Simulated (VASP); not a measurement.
# Cs (Im-3m) in VASP: further runs

Runs on Cs. Level: r2SCAN. Tasks: single point.

All numbers are computed with VASP 6.6.1; they aren't measurements. Logs are shortened: lines on timing, memory, paths and dates and some standing lists are left out, and cuts for length are marked.

**1. The cell of the first run**

It takes space group Im-3m (No. 229, cubic). The conventional cell has a = 6.270 Å, b = 6.270 Å, c = 6.270 Å, α = 90.00°, β = 90.00°, γ = 90.00°.

**2. Single point, r2SCAN**

POSCAR reads:

```
Cs
1.0
   -3.1348857123      3.1348857123      3.1348857123
    3.1348857123     -3.1348857123      3.1348857123
    3.1348857123      3.1348857123     -3.1348857123
Cs
1
Direct
    0.0000000000      0.0000000000      0.0000000000
```

INCAR.step1 reads:

```
SYSTEM = Cs
  PREC = Accurate
  ENCUT = 520
  ISMEAR = -1
  SIGMA = 0.01
  LREAL = .False.
  LASPH = .True.
  NELM = 60
  NBANDS = 10
  GGA = PE
  ALGO = Normal
  EDIFF = 1E-4
  LWAVE = .True.
  LCHARG = .False.
```

INCAR.step2 reads:

```
SYSTEM = Cs
  PREC = Accurate
  ENCUT = 520
  EDIFF = 1E-6
  ISMEAR = -1
  SIGMA = 0.01
  LREAL = .False.
  LASPH = .True.
  NELM = 60
  ALGO = Normal
  ISIF = 2
  LWAVE = .False.
  LCHARG = .False.
  METAGGA = R2SCAN
  LMIXTAU = .True.
  NBANDS = 10
  ISTART = 1
```

KPOINTS reads:

```
Automatic mesh
0
Gamma
  7 7 7
  0 0 0
```

Potentials or basis: VASP PAW PBE potentials, release 64 (Cs_sv).

Command:

```
> cat potpaw_PBE.64/Cs_sv/POTCAR > POTCAR
> cp INCAR.step1 INCAR
> mpirun -np 1 vasp_std > vasp.out
> cp INCAR.step2 INCAR
> mpirun -np 1 vasp_std > vasp.out
```

OUTCAR:

```text
SYSTEM = Cs
   PREC = Accurate
   ENCUT = 520
   EDIFF = 1E-6
   ISMEAR = -1
   LREAL = .False.
   LASPH = .True.
   NELM = 60
   ISIF = 2
   METAGGA = R2SCAN
   ISTART = 1

 ion  position               nearest neighbor table
   1  0.000  0.000  0.000-

  LATTYP: Found a body centered cubic cell.
 ALAT       =     6.2697714246

  Lattice vectors:

 A1 = (  -3.1348857123,   3.1348857123,   3.1348857123)
 A2 = (   3.1348857123,  -3.1348857123,   3.1348857123)
 A3 = (   3.1348857123,   3.1348857123,  -3.1348857123)

Analysis of symmetry for initial positions (statically):
=====================================================================
 Subroutine PRICEL returns:
 Original cell was already a primitive cell.

 Routine SETGRP: Setting up the symmetry group for a
 body centered cubic supercell.

 Subroutine GETGRP returns: Found 48 space group operations
 (whereof 48 operations were pure point group operations)
 out of a pool of 48 trial point group operations.

The static configuration has the point symmetry O_h .

Analysis of symmetry for dynamics (positions and initial velocities):
=====================================================================
 Subroutine PRICEL returns:
 Original cell was already a primitive cell.

 Routine SETGRP: Setting up the symmetry group for a
 body centered cubic supercell.

 Subroutine GETGRP returns: Found 48 space group operations
 (whereof 48 operations were pure point group operations)
 out of a pool of 48 trial point group operations.

The dynamic configuration has the point symmetry O_h .

 Subroutine INISYM returns: Found 48 space group operations
 (whereof 48 operations are pure point group operations),
 and found     1 'primitive' translations

----------------------------------------------------------------------------------------

                                     Primitive cell

  volume of cell :     123.2325

  direct lattice vectors                    reciprocal lattice vectors
    -3.134885712  3.134885712  3.134885712     0.000000000  0.159495448  0.159495448
     3.134885712 -3.134885712  3.134885712     0.159495448  0.000000000  0.159495448
     3.134885712  3.134885712 -3.134885712     0.159495448  0.159495448  0.000000000

  length of vectors
     5.429781330  5.429781330  5.429781330     0.225560625  0.225560625  0.225560625

  position of ions in fractional coordinates (direct lattice)
     0.000000000  0.000000000  0.000000000

  ion indices of the primitive-cell ions
   primitive index   ion index
                 1           1

----------------------------------------------------------------------------------------

 KPOINTS: Automatic mesh

Automatic generation of k-mesh.
 Grid dimensions read from file:
 generate k-points for:    7    7    7

 Generating k-lattice:

  Cartesian coordinates                     Fractional coordinates (reciprocal lattice)
     0.000000000  0.022785064  0.022785064     0.142857143  0.000000000  0.000000000
     0.022785064  0.000000000  0.022785064     0.000000000  0.142857143  0.000000000
     0.022785064  0.022785064  0.000000000     0.000000000  0.000000000  0.142857143

  Length of vectors
     0.032222946  0.032222946  0.032222946

  Shift w.r.t. Gamma in fractional coordinates (k-lattice)
     0.000000000  0.000000000  0.000000000

 Subroutine IBZKPT returns following result:
 ===========================================

 Found     20 irreducible k-points:

 Following reciprocal coordinates:
            Coordinates               Weight
  0.000000  0.000000  0.000000      1.000000
  0.142857  0.000000  0.000000     12.000000
  0.285714  0.000000  0.000000     12.000000
  0.428571  0.000000  0.000000     12.000000
  0.142857  0.142857  0.000000     24.000000
  0.285714  0.142857 -0.000000     48.000000
[... 12 lines left out ...]
 -0.428571 -0.428571  0.285714      8.000000
 -0.428571  0.428571  0.428571      6.000000
   k-points           NKPTS =     20   k-points in BZ     NKDIM =     20   number of bands    NBANDS=     10
   number of dos      NEDOS =    301   number of ions     NIONS =      1
   total plane-waves  NPLWV =  64000
   dimension x,y,z NGX =    40 NGY =   40 NGZ =   40
   dimension x,y,z NGXF=    80 NGYF=   80 NGZF=   80
   ions per type =               1
   NGX,Y,Z   is equivalent  to a cutoff of  12.25, 12.25, 12.25 a.u.
   NGXF,Y,Z  is equivalent  to a cutoff of  24.49, 24.49, 24.49 a.u.
 SYSTEM =  Cs
   PREC   = accura    normal or accurate (medium, high low for compatibility)
   ISTART =      1    job   : 0-new  1-cont  2-samecut
   ICHARG =      0    charge: 1-file 2-atom 10-const
   ISPIN  =      1    spin polarized calculation?
   LNONCOLLINEAR =      F non collinear calculations
   LSORBIT =      F    spin-orbit coupling
   LASPH  =      T    aspherical Exc in radial PAW
   ENCUT  =  520.0 eV  38.22 Ry    6.18 a.u.  10.10 10.10 10.10*2*pi/ulx,y,z
   NELM   =     60;   NELMIN=  2; NELMDL=  0     # of ELM steps
   EDIFF  = 0.1E-05   stopping-criterion for ELM
   LREAL  =      F    real-space projection
   EDIFFG = 0.1E-04   stopping-criterion for IOM
   NSW    =      0    number of steps for IOM
   IBRION =     -1    ionic relax: 0-MD 1-quasi-New 2-CG
   NFREE  =      0    steps in history (QN), initial steepest desc. (CG)
   ISIF   =      2    stress and relaxation
   ISYM   =      2    0-nonsym 1-usesym 2-fastsym
   POTIM  = 0.5000    time-step for ionic-motion
   TEBEG  =    0.0;   TEEND  =   0.0 temperature during run
   PSTRESS=    0.0 pullay stress
   NELECT =       9.0000    total number of electrons
   NUPDOWN=      -1.0000    fix difference up-down
   EMIN   =  10.00;   EMAX   =-10.00  energy-range for DOS
   EFERMI =   0.00;   METHOD = LEGACY
   ISMEAR =    -1;   SIGMA  =   0.01  broadening in eV -4-tet -1-fermi 0-gaus
   EFERMI_NEDOS =   21; number of points for ismear=-14 and -15
   IALGO  =     38    algorithm
   IMIX   =      4    mixing-type and parameters
     AMIX     =   0.40;   BMIX     =  1.00
     AMIX_MAG =   1.60;   BMIX_MAG =  1.00
  volume/ion in A,a.u.               =     123.23       831.61
  Fermi-wavevector in a.u.,A,eV,Ry     =   0.684301  1.293142  6.371174  0.468268
  Thomas-Fermi vector in A             =   1.763915
   LORBIT       =      0    0 simple, 1 ext, 2 COOP (PROOUT), +10 PAW based schemes
   METAGGA = R2SCAN    functional components
   LHFCALC =     F    Hartree Fock is set to
   AEXX    =    0.0000 exact exchange contribution
   IVDW    =     0    specifies the selected vdW correction
   LEPSILON=     F    determine dielectric tensor
   LRPA    =     F    only Hartree local field effects (RPA)
 non-spin polarized calculation
  energy-cutoff  :      520.00
  volume of cell :      123.23
 maximum number of plane-waves:      3337
   NGX = 21   NGY = 21   NGZ = 21

 number of electron       8.9999999 magnetization

 Free energy of the ion-electron system (eV)
  ---------------------------------------------------
  ext. energy  EPLUGINS =         0.00000000
  ---------------------------------------------------
  free energy    TOTEN  =       -25.02114515 eV

  energy without entropy =      -25.02038905  energy(sigma->0) =      -25.02076710

 E-fermi :   0.3542     XC(G=0):  -5.4577

 val. band max:        0.3420698949   @ k =  -0.2857   0.4286   0.1429
 cond. band min:       0.4547872899   @ k =  -0.4286   0.4286   0.1429
 fundamental gap:      0.1127173950
 Fermi energy:         0.3542088138

 k-point     1 :       0.0000    0.0000    0.0000
  band No.  band energies     occupation
      1     -24.4611      2.00000
      2     -10.8364      2.00000
      3     -10.8364      2.00000
      4     -10.8364      2.00000
      5      -1.3375      2.00000
      6       3.1443      0.00000
      7       3.1443      0.00000
      8       3.1443      0.00000
      9       3.9738      0.00000
     10       3.9738      0.00000

 k-point     2 :       0.1429    0.0000    0.0000
  band No.  band energies     occupation
      1     -24.4601      2.00000
      2     -10.8578      2.00000
      3     -10.8432      2.00000
      4     -10.8365      2.00000
      5      -1.1172      2.00000
      6       2.8366      0.00000
      7       2.9005      0.00000
      8       3.3609      0.00000
      9       3.7456      0.00000
     10       3.9277      0.00000

 k-point     3 :       0.2857    0.0000    0.0000
  band No.  band energies     occupation
      1     -24.4579      2.00000
      2     -10.9048      2.00000
      3     -10.8584      2.00000
      4     -10.8367      2.00000
      5      -0.5124      2.00000
      6       2.0408      0.00000
      7       2.5039      0.00000
      8       3.8777      0.00000
      9       3.9749      0.00000
     10       3.9913      0.00000

 k-point     4 :       0.4286    0.0000    0.0000
  band No.  band energies     occupation
      1     -24.4561      2.00000
      2     -10.9415      2.00000
      3     -10.8705      2.00000
      4     -10.8368      2.00000
      5       0.2758      1.99921
      6       1.3130      0.00000
      7       2.2625      0.00000
      8       3.8889      0.00000
      9       4.2830      0.00000
     10       4.9519      0.00000
[... 170 lines left out ...]
 k-point    18 :      -0.4286    0.4286    0.2857
  band No.  band energies     occupation
      1     -24.4535      2.00000
      2     -10.9228      2.00000
      3     -10.8958      2.00000
      4     -10.8848      2.00000
      5       0.8132      0.00000
      6       1.3249      0.00000
      7       2.6574      0.00000
      8       2.8596      0.00000
      9       3.6943      0.00000
     10       4.7610      0.00000

 k-point    19 :      -0.4286   -0.4286    0.2857
  band No.  band energies     occupation
      1     -24.4528      2.00000
      2     -10.9156      2.00000
      3     -10.9156      2.00000
      4     -10.8879      2.00000
      5       1.1377      0.00000
      6       1.1377      0.00000
      7       2.3607      0.00000
      8       3.5161      0.00000
      9       3.5161      0.00000
     10       4.8420      0.00000

 k-point    20 :      -0.4286    0.4286    0.4286
  band No.  band energies     occupation
      1     -24.4522      2.00000
      2     -10.9135      2.00000
      3     -10.9097      2.00000
      4     -10.9097      2.00000
      5       1.0312      0.00000
      6       1.1600      0.00000
      7       3.2269      0.00000
      8       3.2876      0.00000
      9       3.2876      0.00000
     10       4.8562      0.00000

------------------------ aborting loop because EDIFF is reached ----------------------------------------

  FORCE on cell =-STRESS in cart. coord.  units (eV):
  Direction    XX          YY          ZZ          XY          YZ          ZX
  --------------------------------------------------------------------------------------
  -------------------------------------------------------------------------------------
  Total       -0.0084486     -0.0084486     -0.0084486     -0.0000000     -0.0000000      0.0000000
  in kB       -0.1098426     -0.1098426     -0.1098426     -0.0000000     -0.0000000      0.0000000
  external PRESSURE =      -0.1098426 kB  Pullay stress =       0.0000000 kB

 VOLUME and BASIS-vectors are now :
 -----------------------------------------------------------------------------
  energy-cutoff  :      520.00
  volume of cell :      123.23
      direct lattice vectors                 reciprocal lattice vectors
    -3.134885712  3.134885712  3.134885712     0.000000000  0.159495448  0.159495448
     3.134885712 -3.134885712  3.134885712     0.159495448  0.000000000  0.159495448
     3.134885712  3.134885712 -3.134885712     0.159495448  0.159495448  0.000000000

 POSITION                                       TOTAL-FORCE (eV/Angst)
 -----------------------------------------------------------------------------------
      0.00000      0.00000      0.00000        -0.000000     -0.000000     -0.000000
 -----------------------------------------------------------------------------------
    total drift:                               -0.000000      0.000000     -0.000000

  FREE ENERGIE OF THE ION-ELECTRON SYSTEM (eV)
  ---------------------------------------------------
  free  energy   TOTEN  =       -25.0211451454 eV

  energy  without entropy=      -25.0203890526  energy(sigma->0) =      -25.02076710
```

It took 49 s on 1 thread of Intel Xeon 6975P-C (Granite Rapids), shared host; peak memory 0.26 GiB.

What came out:

* Free energy: -25.0211 eV
* Pressure: 0.0 GPa
* Band gap on the k mesh: zero (an odd number of electrons rules out a gap without spin polarisation)

Levels at points of the mesh, in eV from the Fermi level:
```
           k point  band 1  band 2  band 3  band 4  band 5  band 6  band 7  band 8  band 9  band 10
(0.00, 0.00, 0.00)  -24.82  -11.19  -11.19  -11.19   -1.69    2.79    2.79    2.79    3.62     3.62
```

Caveat: the PAW data sets were made with another functional, which shifts forces and pressure a little; spin-orbit coupling is left out, which moves the levels of the heavy elements.

**3. Single point, r2SCAN**

POSCAR is that of step 2.

INCAR.step1 reads:

```
SYSTEM = Cs
ALGO     = Normal         ! electronic algorithm
EDIFF    = 1E-4           ! SCF threshold, eV
ENCUT    = 520            ! plane-wave cutoff, eV
GGA      = PE             ! functional
ISMEAR   = -1             ! smearing method
LASPH    = .TRUE.         ! aspherical terms in the spheres
LCHARG   = .FALSE.        ! write CHGCAR
LREAL    = .FALSE.        ! projectors in reciprocal space
LWAVE    = .TRUE.         ! write WAVECAR
NBANDS   = 10             ! bands
NELM     = 100            ! most SCF steps
PREC     = Accurate       ! precision mode
SIGMA    = 0.03           ! smearing width, eV
```

INCAR.step2 reads:

```
SYSTEM = Cs
ALGO     = Normal         ! electronic algorithm
EDIFF    = 1E-6           ! SCF threshold, eV
ENCUT    = 520            ! plane-wave cutoff, eV
ISIF     = 2              ! what is computed and relaxed
ISMEAR   = -1             ! smearing method
ISTART   = 1            
LASPH    = .TRUE.         ! aspherical terms in the spheres
LCHARG   = .FALSE.        ! write CHGCAR
LMIXTAU  = .TRUE.       
LREAL    = .FALSE.        ! projectors in reciprocal space
LWAVE    = .FALSE.        ! write WAVECAR
METAGGA  = R2SCAN         ! meta-GGA
NBANDS   = 10             ! bands
NELM     = 100            ! most SCF steps
PREC     = Accurate       ! precision mode
SIGMA    = 0.03           ! smearing width, eV
```

KPOINTS reads:

```
k-points
0
G
  7 7 7
  0 0 0
```

Potentials or basis: VASP PAW PBE potentials, release 64 (Cs_sv).

Command:

```
> cat potpaw_PBE.64/Cs_sv/POTCAR > POTCAR
> cp INCAR.step1 INCAR
> mpirun -np 1 vasp_std > vasp.out
> cp INCAR.step2 INCAR
> mpirun -np 1 vasp_std > vasp.out
```

Run time: 37 s. Hardware: 1 thread of Intel Xeon 6975P-C (Granite Rapids), shared host; peak memory 0.25 GiB.

Results (log left out):

| Property | Result |
| --- | --- |
| Free energy | -25.0230 eV |
| Pressure | -0.1 GPa |
| Band gap on the k mesh | zero (an odd number of electrons rules out a gap without spin polarisation) |

Levels at points of the mesh, in eV from the Fermi level:
```tsv
k point	band 1	band 2	band 3	band 4	band 5	band 6	band 7	band 8	band 9	band 10
(0.00, 0.00, 0.00)	-24.82	-11.20	-11.20	-11.20	-1.71	2.78	2.78	2.78	3.61	3.61
```

Caveat: the PAW data sets were made with another functional, which shifts forces and pressure a little; spin-orbit coupling is left out, which moves the levels of the heavy elements.

**4. Single point, r2SCAN**

POSCAR is that of step 3.

INCAR.step1 reads:

```
SYSTEM = Cs
ALGO = Normal
EDIFF = 1E-4
ENCUT = 520
GGA = PE
ISMEAR = -1
LASPH = .True.
LCHARG = .False.
LREAL = .False.
LWAVE = .True.
NBANDS = 10
NELM = 60
PREC = Accurate
SIGMA = 0.2
```

INCAR.step2 reads:

```
SYSTEM = Cs
ALGO = Normal
EDIFF = 1E-6
ENCUT = 520
ISIF = 2
ISMEAR = -1
ISTART = 1
LASPH = .True.
LCHARG = .True.
LELF = .True.
LMIXTAU = .True.
LREAL = .False.
LVHAR = .True.
LWAVE = .False.
METAGGA = R2SCAN
NBANDS = 10
NELM = 60
PREC = Accurate
SIGMA = 0.2
```

KPOINTS reads:

```
k-points
0
Gamma
  7 7 7
  0 0 0
```

Command:

```
> cat potpaw_PBE.64/Cs_sv/POTCAR > POTCAR
> cp INCAR.step1 INCAR
> mpirun -np 1 vasp_std > vasp.out
> cp INCAR.step2 INCAR
> mpirun -np 1 vasp_std > vasp.out
```

Wall time 49 s (1 thread of Intel Xeon 6975P-C (Granite Rapids), shared host); peak memory 0.26 GiB.

Results (log left out):

| Property | Result |
| --- | --- |
| Free energy | -25.0948 eV |
| Pressure | 0.0 GPa |
| Band gap on the k mesh | zero (an odd number of electrons rules out a gap without spin polarisation) |

Levels at points of the mesh, in eV from the Fermi level:
| k point | band 2 | band 3 | band 4 | band 5 | band 6 | band 7 |
| --- | --- | --- | --- | --- | --- | --- |
| (0.00, 0.00, 0.00) | -11.17 | -11.17 | -11.17 | -1.67 | 2.81 | 2.81 |

Caveat: the PAW data sets were made with another functional, which shifts forces and pressure a little; spin-orbit coupling is left out, which moves the levels of the heavy elements.

**5. Single point, r2SCAN**

POSCAR is that of step 4.

INCAR.step1 reads:

```
SYSTEM = Cs
PREC = Accurate ; ENCUT = 520
ISMEAR = -1 ; SIGMA = 0.3
LREAL = .FALSE. ; LASPH = .TRUE.
NELM = 60 ; NBANDS = 10
GGA = PE ; ALGO = Normal
EDIFF = 1E-4 ; LWAVE = .TRUE.
LCHARG = .FALSE.
```

INCAR.step2 reads:

```
SYSTEM = Cs
PREC = Accurate ; ENCUT = 520
EDIFF = 1E-6 ; ISMEAR = -1
SIGMA = 0.3 ; LREAL = .FALSE.
LASPH = .TRUE. ; NELM = 60
ALGO = Normal ; ISIF = 2
LWAVE = .FALSE. ; LCHARG = .FALSE.
METAGGA = R2SCAN ; LMIXTAU = .TRUE.
NBANDS = 10 ; ISTART = 1
```

KPOINTS reads:

```
Automatic mesh
0
G
  7 7 7
  0 0 0
```

Command:

```
> cat potpaw_PBE.64/Cs_sv/POTCAR > POTCAR
> cp INCAR.step1 INCAR
> mpirun -np 1 vasp_std > vasp.out
> cp INCAR.step2 INCAR
> mpirun -np 1 vasp_std > vasp.out
```

Run time: 48 s. Hardware: 1 thread of Intel Xeon 6975P-C (Granite Rapids), shared host; peak memory 0.26 GiB.

It converged, with:

```yaml
Free_energy: -25.1879 eV
Pressure: 0.0 GPa
Band_gap_on_the_k_mesh: zero (an odd number of electrons rules out a gap without spin polarisation)
```

Levels at points of the mesh, in eV from the Fermi level:
```
           k point  band 2  band 3  band 4  band 5  band 6  band 7
(0.00, 0.00, 0.00)  -11.11  -11.11  -11.11   -1.61    2.87    2.87
```

Caveat: so wide a smearing shifts energies and pressures; the PAW data sets were made with another functional, which shifts forces and pressure a little; spin-orbit coupling is left out, which moves the levels of the heavy elements.

**6. Overview**

| smearing | gap on the mesh (eV) | pressure (GPa) |
| --- | --- | --- |
| fermi-dirac 0.01 eV | none | 0.0 |
| fermi-dirac 0.03 eV | none | -0.1 |
| fermi-dirac 0.2 eV | none | 0.0 |
| fermi-dirac 0.3 eV | none | 0.0 |

Alike in all rows: task single point; level r2SCAN; potentials or basis VASP PAW PBE potentials, release 64 (Cs_sv); no spin polarisation; cell as given; k mesh 7 × 7 × 7; cutoff (eV) 520.

Caveats: the PAW data sets were made with another functional, which shifts forces and pressure a little; spin-orbit coupling is left out, which moves the levels of the heavy elements; so wide a smearing shifts energies and pressures (at least some runs).

Total energies depend on the potentials used, so only differences within one code and one set of settings carry meaning.
